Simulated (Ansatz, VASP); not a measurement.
**One calculation of Sn, two programs**

```
CELL_PARAMETERS angstrom
6.65630 0.00000 0.00000
0.00000 -6.65630 0.00000
0.00000 0.00000 -6.65630
ATOMIC_POSITIONS crystal
Sn 0.50000 0.00000 0.00000
Sn 0.00000 0.50000 0.00000
Sn 0.00000 0.00000 0.50000
Sn 0.50000 0.50000 0.50000
Sn 0.75000 0.75000 0.75000
Sn 0.25000 0.25000 0.75000
Sn 0.25000 0.75000 0.25000
Sn 0.75000 0.25000 0.25000
```

Alike in both runs: task single point; functional PBE; k mesh 10 × 10 × 10; occupations gaussian, width 0.15 eV; no spin polarisation.

|  | VASP | Ansatz |
| --- | --- | --- |
| version | VASP 6.6.1 | Ansatz 0.2.0 |
| potentials or method | VASP PAW PBE potentials, release 64 (Sn_d), cutoff 520 eV | scalar-relativistic, plane waves, PAW |
| valence electrons in the cell | 112 | 112 |

|  | VASP | Ansatz | Ansatz less VASP |
| --- | --- | --- | --- |
| gap on the k mesh at the Fermi level (eV) | none | none | - |
| pressure (GPa) | -0.1 | 0.0 | +0.05 |

A gap of «none» marks a metal or a gap that the smearing closes.
